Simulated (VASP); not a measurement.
# Sn (Fd-3m) in VASP: a series of runs, part 2 of 2

VASP 6.6.1. Earlier steps stand in the parts before.

### Step 4. Single point, r2SCAN

Contents of POSCAR:

```
Sn
1.0
    0.0000000000      3.2844597810      3.2844597810
    3.2844597810      0.0000000000      3.2844597810
    3.2844597810      3.2844597810      0.0000000000
Sn
2
Direct
    0.0000000000      0.0000000000      0.0000000000
    0.2500000000      0.2500000000      0.2500000000
```

Contents of INCAR.step1:

```
SYSTEM = Sn
PREC = Accurate ; ENCUT = 520
ISMEAR = -1 ; SIGMA = 0.02
LREAL = .False. ; LASPH = .True.
NELM = 100 ; NBANDS = 21
GGA = PE ; ALGO = Normal
EDIFF = 1E-4 ; LWAVE = .True.
LCHARG = .False.
```

Contents of INCAR.step2:

```
SYSTEM = Sn
PREC = Accurate ; ENCUT = 520
EDIFF = 1E-7 ; ISMEAR = -1
SIGMA = 0.02 ; LREAL = .False.
LASPH = .True. ; NELM = 100
ALGO = Normal ; ISIF = 2
LWAVE = .False. ; LCHARG = .False.
METAGGA = R2SCAN ; LMIXTAU = .True.
NBANDS = 21 ; ISTART = 1
```

Contents of KPOINTS:

```
Automatic mesh
0
Gamma
  6 6 6
  0 0 0
```

Potentials or basis: VASP PAW PBE potentials, release 64 (Sn_d).

Command:

```
> cat potpaw_PBE.64/Sn_d/POTCAR > POTCAR
> cp INCAR.step1 INCAR
> mpirun -np 1 vasp_std > vasp.out
> cp INCAR.step2 INCAR
> mpirun -np 1 vasp_std > vasp.out
```

OUTCAR:

```text
SYSTEM = Sn
   PREC = Accurate
   ENCUT = 520
   EDIFF = 1E-7
   ISMEAR = -1
   LREAL = .False.
   LASPH = .True.
   NELM = 100
   ISIF = 2
   METAGGA = R2SCAN
   ISTART = 1

 ion  position               nearest neighbor table
   1  0.000  0.000  0.000-   2 2.84   2 2.84   2 2.84   2 2.84
   2  0.250  0.250  0.250-   1 2.84   1 2.84   1 2.84   1 2.84

  LATTYP: Found a face centered cubic cell.
 ALAT       =     6.5689195620

  Lattice vectors:

 A1 = (   0.0000000000,   3.2844597810,   3.2844597810)
 A2 = (   3.2844597810,   0.0000000000,   3.2844597810)
 A3 = (   3.2844597810,   3.2844597810,   0.0000000000)

Analysis of symmetry for initial positions (statically):
=====================================================================
 Subroutine PRICEL returns:
 Original cell was already a primitive cell.

 Routine SETGRP: Setting up the symmetry group for a
 face centered cubic supercell.

 Subroutine GETGRP returns: Found 48 space group operations
 (whereof 24 operations were pure point group operations)
 out of a pool of 48 trial point group operations.

The static configuration has the point symmetry T_d .
 The point group associated with its full space group is O_h .

Analysis of symmetry for dynamics (positions and initial velocities):
=====================================================================
 Subroutine PRICEL returns:
 Original cell was already a primitive cell.

 Routine SETGRP: Setting up the symmetry group for a
 face centered cubic supercell.

 Subroutine GETGRP returns: Found 48 space group operations
 (whereof 24 operations were pure point group operations)
 out of a pool of 48 trial point group operations.

The dynamic configuration has the point symmetry T_d .
 The point group associated with its full space group is O_h .

[... 101 lines left out ...]
   NUPDOWN=      -1.0000    fix difference up-down
   EMIN   =  10.00;   EMAX   =-10.00  energy-range for DOS
   EFERMI =   0.00;   METHOD = LEGACY
   ISMEAR =    -1;   SIGMA  =   0.02  broadening in eV -4-tet -1-fermi 0-gaus
   EFERMI_NEDOS =   21; number of points for ismear=-14 and -15
   IALGO  =     38    algorithm
   IMIX   =      4    mixing-type and parameters
     AMIX     =   0.40;   BMIX     =  1.00
     AMIX_MAG =   1.60;   BMIX_MAG =  1.00
  volume/ion in A,a.u.               =      35.43       239.10
  Fermi-wavevector in a.u.,A,eV,Ry     =   1.201306  2.270139 19.635051  1.443136
  Thomas-Fermi vector in A             =   2.337118
   LORBIT       =      0    0 simple, 1 ext, 2 COOP (PROOUT), +10 PAW based schemes
   METAGGA = R2SCAN    functional components
   LHFCALC =     F    Hartree Fock is set to
   AEXX    =    0.0000 exact exchange contribution
   IVDW    =     0    specifies the selected vdW correction
   LEPSILON=     F    determine dielectric tensor
   LRPA    =     F    only Hartree local field effects (RPA)
 non-spin polarized calculation
  energy-cutoff  :      520.00
  volume of cell :       70.86
 maximum number of plane-waves:      1932
 NGX is ok and might be reduce to    36
   NGX = 17   NGY = 17   NGZ = 17

 number of electron      27.9999984 magnetization

 Free energy of the ion-electron system (eV)
  ---------------------------------------------------
  ext. energy  EPLUGINS =         0.00000000
  ---------------------------------------------------
  free energy    TOTEN  =       -49.46319812 eV

  energy without entropy =      -49.46262397  energy(sigma->0) =      -49.46291104

 E-fermi :   5.2137     XC(G=0):  -9.4158

 val. band max:        5.2081405859   @ k =   0.0000   0.0000   0.0000
 cond. band min:       5.2644423010   @ k =   0.5000   0.0000   0.0000
 fundamental gap:      0.0563017151
 Fermi energy:         5.2136881656

 k-point     1 :       0.0000    0.0000    0.0000
  band No.  band energies     occupation
      1     -17.1269      2.00000
      2     -17.1269      2.00000
      3     -17.1269      2.00000
      4     -17.0656      2.00000
      5     -17.0656      2.00000
      6     -16.7713      2.00000
[... 373 lines left out ...]
     20      14.4941      0.00000
     21      15.7876      0.00000

------------------------ aborting loop because EDIFF is reached ----------------------------------------

  FORCE on cell =-STRESS in cart. coord.  units (eV):
  Direction    XX          YY          ZZ          XY          YZ          ZX
  --------------------------------------------------------------------------------------
  -------------------------------------------------------------------------------------
  Total       -0.0138963     -0.0138963     -0.0138963      0.0000000      0.0000000     -0.0000000
  in kB       -0.3141864     -0.3141864     -0.3141864      0.0000000      0.0000000     -0.0000000
  external PRESSURE =      -0.3141864 kB  Pullay stress =       0.0000000 kB

 VOLUME and BASIS-vectors are now :
 -----------------------------------------------------------------------------
  energy-cutoff  :      520.00
  volume of cell :       70.86
      direct lattice vectors                 reciprocal lattice vectors
     0.000000000  3.284459781  3.284459781    -0.152232036  0.152232036  0.152232036
     3.284459781  0.000000000  3.284459781     0.152232036 -0.152232036  0.152232036
     3.284459781  3.284459781  0.000000000     0.152232036  0.152232036 -0.152232036

 POSITION                                       TOTAL-FORCE (eV/Angst)
 -----------------------------------------------------------------------------------
      0.00000      0.00000      0.00000        -0.000000     -0.000000     -0.000000
      1.64223      1.64223      1.64223         0.000000      0.000000      0.000000
 -----------------------------------------------------------------------------------
    total drift:                                0.000000      0.000000     -0.000000

  FREE ENERGIE OF THE ION-ELECTRON SYSTEM (eV)
  ---------------------------------------------------
  free  energy   TOTEN  =       -49.4631981156 eV

  energy  without entropy=      -49.4626239727  energy(sigma->0) =      -49.46291104
```

OSZICAR.step1:

```text
N       E                     dE             d eps       ncg     rms          rms(c)
DAV:   1     0.226571642210E+03    0.22657E+03   -0.14406E+04   682   0.186E+03
DAV:   2     0.179962358661E+02   -0.20858E+03   -0.20438E+03   677   0.451E+02
DAV:   3    -0.681370165775E+01   -0.24810E+02   -0.24624E+02   767   0.142E+02
DAV:   4    -0.766512790308E+01   -0.85143E+00   -0.85102E+00   772   0.291E+01
DAV:   5    -0.769985444288E+01   -0.34727E-01   -0.34725E-01   990   0.551E+00    0.307E+00
DAV:   6    -0.766206019414E+01    0.37794E-01   -0.27569E-02   895   0.203E+00    0.180E+00
DAV:   7    -0.764427967510E+01    0.17781E-01   -0.43002E-02   732   0.214E+00    0.162E-01
DAV:   8    -0.764618873517E+01   -0.19091E-02   -0.56884E-03   762   0.826E-01    0.514E-02
DAV:   9    -0.764661695300E+01   -0.42822E-03   -0.51232E-04   604   0.148E-01    0.116E-02
DAV:  10    -0.764663994008E+01   -0.22987E-04   -0.42449E-05   607   0.539E-02
   1 F= -.76466399E+01 E0= -.76463809E+01  d E =-.518098E-03
```

It took 82 s on 1 thread of AMD EPYC 9R45 (Zen 5), shared host; peak memory 0.18 GiB.

What came out:

```yaml
Free_energy: -49.4632 eV
Pressure: 0.0 GPa
Band_gap_on_the_k_mesh: zero (filled and empty bands touch)
```

Caveat: the PAW data sets were made with another functional, which shifts forces and pressure a little; spin-orbit coupling is left out, which moves the levels of the heavy elements.

### Step 5. Overview

```csv
level,cell,gap on the mesh (eV),pressure (GPa)
PBE,"a = 4.645 Å, angles 60.0°, 2 atoms",none,1.5
PBE,"a = 4.738 Å, angles 60.0°, 2 atoms",none,-0.7
r2SCAN,"a = 4.645 Å, angles 60.0°, 2 atoms",none,0.0
```

Alike in all rows: task single point; potentials or basis VASP PAW PBE potentials, release 64 (Sn_d); no spin polarisation; k mesh 6 × 6 × 6; cutoff (eV) 520; smearing fermi-dirac 0.02 eV.

Caveats: spin-orbit coupling is left out, which moves the levels of the heavy elements; the PAW data sets were made with another functional, which shifts forces and pressure a little (at least some runs).

Absolute energies hang on the potentials; compare differences alone.
